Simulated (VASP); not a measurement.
Wanted: the native input for a VASP 6.6.1 run.

| Property | Result |
| --- | --- |
| Task | single point |
| Functional | PBE |
| Potentials or basis | VASP PAW PBE potentials, release 64 (S, K_sv) |
| Cutoff | 500 eV |
| k mesh | 4 × 4 × 4 |
| Occupations | gaussian, width 0.01 eV |
| Spin | no spin polarisation |
| Dipole correction | no |
| Further INCAR settings | ALGO = Normal; EDIFF = 1e-06; NBANDS = 19 |

The structure of K2S lies in POSCAR:

```
K2S
1.0
    0.0000000000      3.7027568684      3.7027568684
    3.7027568684      0.0000000000      3.7027568684
    3.7027568684      3.7027568684      0.0000000000
S K
1 2
Direct
    0.0000000000      0.0000000000      0.0000000000
    0.2500000000      0.2500000000      0.2500000000
    0.7500000000      0.7500000000      0.7500000000
```

One way to write it, as run:

INCAR

```
SYSTEM = K2S
PREC = Accurate ; ENCUT = 500
EDIFF = 1E-6 ; ISMEAR = 0
SIGMA = 0.01 ; LREAL = .FALSE.
LASPH = .TRUE. ; NELM = 120
ALGO = Normal ; ISIF = 2
LWAVE = .FALSE. ; LCHARG = .FALSE.
GGA = PE ; NBANDS = 19
GGA_COMPAT = .FALSE.
```

KPOINTS

```
regular mesh
0
G
  4 4 4
  0 0 0
```

Potentials or basis: VASP PAW PBE potentials, release 64 (S, K_sv).

Launch:

```sh
$ cat potpaw_PBE.64/S/POTCAR potpaw_PBE.64/K_sv/POTCAR > POTCAR
$ mpirun -np 1 vasp_std > vasp.out
```

It gave:

```
Pressure               : 0.5 GPa
Band gap on the k mesh : 2.38 eV (least direct gap 2.57 eV)
```

It took 21 s on 1 thread of Intel(R) Xeon(R) Platinum 8375C CPU @ 2.90GHz (Ice Lake) (shared host), peak memory 0.24 GiB.
